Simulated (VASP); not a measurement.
## Na8Cl: single point with PBE+D3(BJ)

System: Na8Cl, a slab with vacuum.

```
Na Cl
1.0
     8.15590    0.00000    0.00000
     0.00000    8.15590    0.00000
     0.00000    0.00000   24.11692
Na Cl
16 2
Direct
  0.25000 0.75000 0.33172
  0.25000 0.25000 0.33172
  0.75000 0.75000 0.33172
  0.75000 0.25000 0.33172
  0.50000 0.50000 0.41626
  0.50000 0.00000 0.41626
  0.00000 0.50000 0.41626
  0.00000 0.00000 0.41626
  0.74959 0.24986 0.50011
  0.74977 0.75003 0.50561
  0.25029 0.25001 0.50011
  0.25026 0.74995 0.50562
  0.00078 0.01143 0.60031
  0.99979 0.48939 0.60013
  0.49978 0.00987 0.59997
  0.49992 0.48939 0.60005
  0.74879 0.25011 0.61722
  0.25015 0.24957 0.61723
```

```json
{"Program": "VASP 6.6.1", "Task": "single point", "Functional": "PBE", "Dispersion": "D3(BJ)", "Potentials or basis": "VASP PAW PBE potentials, release 64 (Na_pv, Cl)", "Cutoff": "520 eV", "k mesh": "3 × 3 × 1", "Occupations": "gaussian, width 0.1 eV", "Spin": "no spin polarisation", "Dipole correction": "yes", "Further INCAR settings": "LREAL = Auto; ALGO = Normal; EDIFF = 1e-07; NBANDS = 78"}
```

```
Largest force              : 0.082 eV/Å
Band gap on the k mesh     : 0.26 eV
Dispersion energy per atom : -0.119 eV
```

Forces in eV/Å, atoms in the order of the input:
```
Na   0.000  0.000 -0.033
Na   0.000  0.000 -0.082
Na   0.000  0.000 -0.033
Na   0.000  0.000 -0.082
Na   0.000  0.038  0.052
Na  -0.001 -0.038  0.051
Na   0.000  0.037  0.054
Na   0.000 -0.038  0.054
Na   0.002  0.000  0.011
Na   0.003  0.001 -0.003
Na  -0.002  0.000  0.010
Na  -0.003  0.000 -0.004
Na  -0.010  0.010 -0.001
Na   0.000 -0.017  0.000
Na   0.002  0.017  0.004
Na  -0.003 -0.015  0.003
Cl   0.017 -0.003 -0.001
Cl  -0.004  0.007  0.000
```

Levels at points of the mesh, in eV from the valence-band top:
```tsv
k point	band 59	band 60	band 61	band 62	band 63	band 64	band 65	band 66	band 67	band 68
(0.00, 0.00, 0.00)	-0.63	-0.58	-0.56	-0.55	-0.30	0.51	0.60	0.70	0.95	1.10
```

Wall time 40 min on 1 thread of Intel Xeon 8259CL, with other jobs on the host, peak memory 1.5 GiB.

Caveat: semilocal functionals underestimate gaps, and a narrow one can read as zero.
